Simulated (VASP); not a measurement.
Write the native input for VASP 6.6.1 that does the following.

| Property | Result |
| --- | --- |
| Task | single point |
| Functional | PBE |
| Potentials or basis | VASP PAW PBE potentials, release 64 (Mo_sv, S) |
| Cutoff | 520 eV |
| k mesh | 6 × 6 × 6 |
| Occupations | gaussian, width 0.1 eV |
| Spin | collinear spin, ferromagnetic start |
| Starting moments | [1.0, 0.0] μB |
| Dipole correction | no |
| Further INCAR settings | ALGO = Normal; EDIFF = 1e-06; NBANDS = 21 |

The structure of MoS lies in POSCAR:

```
MoS
1.0
    0.0000000000      2.6234515600      2.6234515600
    2.6234515600      0.0000000000      2.6234515600
    2.6234515600      2.6234515600      0.0000000000
Mo S
1 1
Direct
    0.5000000000      0.5000000000      0.5000000000
    0.0000000000      0.0000000000      0.0000000000
```

One way to write it, as run:

INCAR

```
SYSTEM = MoS
PREC = Accurate
ENCUT = 520
EDIFF = 1E-6
ISMEAR = 0
SIGMA = 0.1
LREAL = .False.
LASPH = .True.
NELM = 150
ALGO = Normal
ISIF = 2
LWAVE = .False.
LCHARG = .False.
ISPIN = 2
MAGMOM = 1 0
LORBIT = 11
LMAXMIX = 4
GGA = PE
NBANDS = 21
```

KPOINTS

```
regular mesh
0
Gamma
  6 6 6
  0 0 0
```

Potentials or basis: VASP PAW PBE potentials, release 64 (Mo_sv, S).

Run with:

```sh
$ cat potpaw_PBE.64/Mo_sv/POTCAR potpaw_PBE.64/S/POTCAR > POTCAR
$ mpirun -np 1 vasp_std > vasp.out
```

Results of the run:

The pressure is -19.2 GPa. The net moment is 0.60 μB per cell and the site moments are Mo +0.56; S -0.01 μB. The valence electrons inside the program's atomic spheres are Mo 12.14; S 3.64.

Wall time 11 s on 1 thread of Intel(R) Xeon(R) 6975P-C (Granite Rapids), with other jobs on the host, peak memory 0.17 GiB.
